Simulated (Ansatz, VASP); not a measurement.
KMgF3: VASP beside Ansatz

The input INCAR:

```
SYSTEM = KMgF3
PREC     = Accurate       ! precision mode
ENCUT    = 520            ! plane-wave cutoff, eV
EDIFF    = 1E-7           ! SCF threshold, eV
ISMEAR   = 0              ! smearing method
SIGMA    = 0.02           ! smearing width, eV
LREAL    = .FALSE.        ! projectors in reciprocal space
LASPH    = .TRUE.         ! aspherical terms in the spheres
NELM     = 80             ! most SCF steps
ALGO     = Normal         ! electronic algorithm
ISIF     = 2              ! what is computed and relaxed
LWAVE    = .FALSE.        ! write WAVECAR
LCHARG   = .TRUE.         ! write CHGCAR
GGA      = PS             ! functional
LELF     = .TRUE.         ! ELF
LVHAR    = .TRUE.       
NBANDS   = 24             ! bands
```

File KPOINTS:

```
regular mesh
0
G
  6 6 6
  0 0 0
```

The input POSCAR:

```
KMgF3
1.0
    4.1109913912      0.0000000000      0.0000000000
    0.0000000000      4.1109913912      0.0000000000
    0.0000000000      0.0000000000      3.9290195968
K Mg F
1 1 3
Direct
    0.5000000000      0.5000000000      0.5000000000
    0.0000000000      0.0000000000      0.0000000000
    0.0000000000      0.5000000000      0.0000000000
    0.0000000000      0.0000000000      0.5000000000
    0.5000000000      0.0000000000      0.0000000000
```

Input for Ansatz:

```yaml
crystal:
  lattice:
    - [4.1109913912, 0.0, 0.0]
    - [0.0, 4.1109913912, 0.0]
    - [0.0, 0.0, 3.9290195968]
  atoms:
    - { symbol: K, position: [0.5, 0.5, 0.5] }
    - { symbol: Mg, position: [0.0, 0.0, 0.0] }
    - { symbol: F, position: [0.0, 0.5, 0.0] }
    - { symbol: F, position: [0.0, 0.0, 0.5] }
    - { symbol: F, position: [0.5, 0.0, 0.0] }
basis:
  ecutwfc: 420
kpoints:
  mp_grid: { grid: [6, 6, 6] }
  band_path: { path: [VBM, CBM], npoints: 2 }
hamiltonian:
  xc: pbesol
scf:
  occupations: { method: gaussian, width: 0.02 }
output:
  forces: true
  stress: true
  eigenvalues: true
checkpoint:
  read: start.run
  write: ck
  compress: false
  write_wavefunctions: false
  write_every: 100000
```

Alike in both runs: task single point; functional PBEsol; k mesh 6 × 6 × 6; occupations gaussian, width 0.02 eV; no spin polarisation.

|  | VASP | Ansatz |
| --- | --- | --- |
| version | VASP 6.6.1 | Ansatz 0.2.0 |
| potentials or method | VASP PAW PBE potentials, release 64 (K_sv, Mg, F), cutoff 520 eV | scalar-relativistic, plane waves, PAW |
| valence electrons in the cell | 32 | 40 |

Ansatz gave:

* gap on the k mesh at the Fermi level (eV): 6.80
* least direct gap on the mesh (eV): 7.12
* pressure (GPa): -2.6
* traceless stress, the component that is largest in VASP (GPa): 2.63

Which values does VASP return?

gap on the k mesh at the Fermi level (eV): 6.77; least direct gap on the mesh (eV): 7.09; pressure (GPa): -3.0; traceless stress, the component that is largest in VASP (GPa): 2.63.

VASP's potentials were made for PBE, not for PBEsol. VASP's potentials hold 32 valence electrons a cell and Ansatz's 40, so a difference there can come from the potentials and not from the codes.
